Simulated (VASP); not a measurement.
Wanted: the native input for a VASP 6.6.1 run.

```
Task                   : single point
Functional             : LDA
Potentials or basis    : VASP PAW LDA potentials, release 64 (Cd, C)
Cutoff                 : 520 eV
k mesh                 : 8 × 8 × 8
Occupations            : gaussian, width 0.02 eV
Spin                   : no spin polarisation
Dipole correction      : no
Further INCAR settings : ALGO = Normal; EDIFF = 1e-06; NBANDS = 17
```

The structure of CdC2 lies in POSCAR:

```
CdC2
1.0
   -2.0484867894      2.0484867894      2.6937737736
    2.0484867894     -2.0484867894      2.6937737736
    2.0484867894      2.0484867894     -2.6937737736
Cd C
1 2
Direct
    0.0000000000      0.0000000000      0.0000000000
    0.6148600847      0.6148600847      0.0000000000
    0.3851399153      0.3851399153      0.0000000000
```

The input as run:

INCAR

```
PREC     = Accurate       # precision mode
ENCUT    = 520            # plane-wave cutoff, eV
EDIFF    = 1E-6           # SCF threshold, eV
ISMEAR   = 0              # smearing method
SIGMA    = 0.02           # smearing width, eV
LREAL    = False          # projectors in reciprocal space
LASPH    = True           # aspherical terms in the spheres
NELM     = 100            # most SCF steps
ALGO     = Normal         # electronic algorithm
ISIF     = 2              # what is computed and relaxed
LWAVE    = False          # write WAVECAR
LCHARG   = True           # write CHGCAR
LELF     = True           # ELF
LVHAR    = True         
NBANDS   = 17             # bands
```

KPOINTS

```
regular mesh
0
Gamma
  8 8 8
```

Potentials or basis: VASP PAW LDA potentials, release 64 (Cd, C).

The run is started by

```bash
$ cat potpaw_LDA.64/Cd/POTCAR potpaw_LDA.64/C/POTCAR > POTCAR
$ mpirun -np 1 vasp_std > vasp.out
```

It gave:

```json
{
 "Pressure": "1.0 GPa",
 "Largest force": "0.051 eV/Å",
 "Band gap on the k mesh": "3.28 eV, indirect (least direct gap 3.85 eV)"
}
```

It took 18 s on 1 thread of Intel(R) Xeon(R) 6975P-C (Granite Rapids), on a shared host, peak memory 0.17 GiB.
